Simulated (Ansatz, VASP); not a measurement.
# Re in VASP and in Ansatz

```
Re
1.0
     0.00000    1.88613    1.97500
     2.06387    0.00000    1.97500
     2.06387    1.88613    0.00000
Re
1
Direct
  0.00000 0.00000 0.00000
```

Change from the starting cell: strain +0.0450 x Voigt [1, -1, 0, 0, 0, 0], atoms carried along.

Alike in both runs: task single point; functional PBEsol; k mesh 20 × 20 × 20; occupations gaussian, width 0.15 eV; no spin polarisation.

|  | VASP | Ansatz |
| --- | --- | --- |
| version | VASP 6.6.1 | Ansatz 0.2.0 |
| potentials or method | VASP PAW PBE potentials, release 64 (Re), cutoff 520 eV | scalar-relativistic, plane waves, PAW |
| valence electrons in the cell | 7 | 15 |

|  | VASP | Ansatz | Ansatz less VASP |
| --- | --- | --- | --- |
| gap on the k mesh at the Fermi level (eV) | none | none | - |
| pressure (GPa) | -17.6 | -17.1 | +0.47 |
| traceless stress, the component that is largest in VASP (GPa) | -12.11 | -12.24 | -0.131 |

VASP's potentials were made for PBE, not for PBEsol. A gap of «none» marks a metal or a gap that the smearing closes. The functional is the same, so the differences come from potentials, cutoffs and numerics. VASP's potentials hold 7 valence electrons a cell and Ansatz's 15, so a difference there can come from the potentials and not from the codes.

Spin-orbit coupling is off throughout.
